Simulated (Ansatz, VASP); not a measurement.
**SrO in VASP and in Ansatz**

```
Sr O
1.0
     0.00000    2.56630    2.56630
     2.56630    0.00000    2.56630
     2.56630    2.56630    0.00000
Sr O
1 1
Direct
  0.48249 0.52596 0.51148
  0.01243 0.99549 0.99369
```

Alike in both runs: task single point; functional PBE; k mesh 3 × 3 × 3; no spin polarisation.

|  | VASP | Ansatz |
| --- | --- | --- |
| version | VASP 6.6.1 | Ansatz 0.2.0 |
| potentials or method | VASP PAW PBE potentials, release 64 (Sr_sv, O), cutoff 520 eV | plane waves, PAW |
| occupations | gaussian, width 0.01 eV | fixed |
| valence electrons in the cell | 16 | 16 |

Ansatz gave:

- gap on the k mesh at the Fermi level (eV): 3.84
- rms of the force components (eV/Å): 0.155

Q: Estimate VASP's values.

A: gap on the k mesh at the Fermi level (eV): 3.80; rms of the force components (eV/Å): 0.166.

Atom by atom the forces differ by 0.011 eV/Å (rms over components). Ansatz's warnings: force scf threshold loose.

The k mesh is coarse, so the values compare programs but aren't converged.
